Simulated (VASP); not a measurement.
Write the native input for VASP 6.6.1 that does the following.

```
Task                   : single point
Functional             : PBEsol
Potentials or basis    : VASP PAW PBE potentials, release 64 (Al, Ga_d, N)
Cutoff                 : 520 eV
k mesh                 : 5 × 5 × 3
Occupations            : gaussian, width 0.05 eV
Spin                   : no spin polarisation
Dipole correction      : no
Further INCAR settings : LREAL = Auto; ALGO = Normal; EDIFF = 1e-07; NBANDS = 56
```

The structure of Al3GaN4 lies in POSCAR:

```
Al3GaN4
1.0
    0.0000000000     -4.4069948432      0.0000000000
    0.0000000000      0.0000000000     -4.4069948432
    9.3139896863      0.0000000000      0.0000000000
Al Ga N
6 2 8
Direct
    0.5000000000      1.0000000000      0.0579146195
    0.5000000000      1.0000000000      0.5310732756
    0.0000000000      0.5000000000      0.0579146195
    0.0000000000      0.5000000000      0.5310732756
    0.5000000000      0.5000000000      0.2944939476
    0.5000000000      0.5000000000      0.7676526037
    0.0000000000      1.0000000000      0.2944939476
    0.0000000000      1.0000000000      0.7676526037
    0.2552922824      0.7447077176      0.1737001943
    0.2552922824      0.7447077176      0.6468588504
    0.7447077176      0.2552922824      0.1737001943
    0.7447077176      0.2552922824      0.6468588504
    0.2552922824      0.2552922824      0.8884463570
    0.2552922824      0.2552922824      0.4152877008
    0.7447077176      0.7447077176      0.8884463570
    0.7447077176      0.7447077176      0.4152877008
```

The input as run:

INCAR

```
ALGO     = Normal         # electronic algorithm
EDIFF    = 1E-7           # SCF threshold, eV
ENCUT    = 520            # plane-wave cutoff, eV
GGA      = PS             # functional
ISIF     = 2              # what is computed and relaxed
ISMEAR   = 0              # smearing method
LASPH    = True           # aspherical terms in the spheres
LCHARG   = False          # write CHGCAR
LREAL    = Auto         
LWAVE    = False          # write WAVECAR
NBANDS   = 56             # bands
NELM     = 80             # most SCF steps
PREC     = Accurate       # precision mode
SIGMA    = 0.05           # smearing width, eV
```

KPOINTS

```
k-points
0
Gamma
  5 5 3
```

Potentials or basis: VASP PAW PBE potentials, release 64 (Al, Ga_d, N).

Launch:

```sh
$ cat potpaw_PBE.64/Al/POTCAR potpaw_PBE.64/Ga_d/POTCAR potpaw_PBE.64/N/POTCAR > POTCAR
$ mpirun -np 1 vasp_std > vasp.out
```

It gave:

```
Pressure               : -6.5 GPa
Largest force          : 4.356 eV/Å
Band gap on the k mesh : 0.78 eV, indirect (least direct gap 1.08 eV)
```

Caveat: the PAW data sets were made with another functional, which shifts forces and pressure a little.

It took 7.8 min on 1 thread of Intel(R) Xeon(R) Platinum 8259CL CPU @ 2.50GHz (Skylake/Cascade Lake) (shared host), peak memory 0.34 GiB.
